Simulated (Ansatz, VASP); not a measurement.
# Two plane-wave programs on TaBeBi3

Contents of INCAR:

```
SYSTEM = TaBeBi3
PREC = Accurate
ENCUT = 600
EDIFF = 1E-6
ISMEAR = 0
SIGMA = 0.1
LREAL = .FALSE.
LASPH = .TRUE.
NELM = 80
ALGO = Normal
ISIF = 3
LWAVE = .FALSE.
LCHARG = .FALSE.
GGA = PE
IBRION = 2
NSW = 90
EDIFFG = -0.04
```

Contents of KPOINTS:

```
Automatic mesh
0
G
  4 4 4
  0 0 0
```

Contents of POSCAR:

```
TaBeBi3
1.0
    4.7983520267      0.0000000000      0.0000000000
    0.0000000000      4.7983520267      0.0000000000
    0.0000000000      0.0000000000      4.7983520267
Ta Be Bi
1 1 3
Direct
    0.0000000000      0.0000000000      0.0000000000
    0.5000000000      0.5000000000      0.5000000000
    0.0000000000      0.5000000000      0.5000000000
    0.5000000000      0.0000000000      0.5000000000
    0.5000000000      0.5000000000      0.0000000000
```

Input for Ansatz:

```yaml
crystal:
  lattice:
    - [4.7983520267, 0.0, 0.0]
    - [0.0, 4.7983520267, 0.0]
    - [0.0, 0.0, 4.7983520267]
  atoms:
    - { symbol: Ta, position: [0.0, 0.0, 0.0] }
    - { symbol: Be, position: [0.5, 0.5, 0.5] }
    - { symbol: Bi, position: [0.0, 0.5, 0.5] }
    - { symbol: Bi, position: [0.5, 0.0, 0.5] }
    - { symbol: Bi, position: [0.5, 0.5, 0.0] }
basis:
  ecutwfc: 420
kpoints:
  mp_grid: { grid: [4, 4, 4] }
hamiltonian:
  xc: pbe
scf:
  occupations: { method: gaussian, width: 0.1 }
  lower_state_search: "off"
output:
  forces: true
  stress: true
  eigenvalues: true
relax:
  adjacent_minimum: "off"
  f_tol: 0.04
  max_steps: 70
  cell: { stress_tol: 0.4 }
```

Alike in both runs: task relaxation of cell and atoms; functional PBE; k mesh 4 × 4 × 4; occupations gaussian, width 0.1 eV; no spin polarisation.

```csv
,VASP,Ansatz
version,VASP 6.6.1,Ansatz 0.2.0
potentials or method,"VASP PAW PBE potentials, release 64 (Ta_pv, Be, Bi_d), cutoff 600 eV","scalar-relativistic, plane waves, PAW"
valence electrons in the cell,58,60
```

Ansatz gave:

| Item | Value |
| --- | --- |
| gap on the k mesh at the Fermi level, each at its own relaxed structure (eV) | none |
| relaxed volume (Å³/atom) | 25.49 |
| relaxed length of the cell vector where the two differ most in proportion (Å) | 5.032 |

Question: What did VASP give for the same quantities?

Answer: gap on the k mesh at the Fermi level, each at its own relaxed structure (eV): none; relaxed volume (Å³/atom): 25.32; relaxed length of the cell vector where the two differ most in proportion (Å): 5.022.

A gap of «none» marks a metal or a gap that the smearing closes. VASP's potentials hold 58 valence electrons a cell and Ansatz's 60, so a difference there can come from the potentials and not from the codes.

Spin-orbit coupling is off throughout.
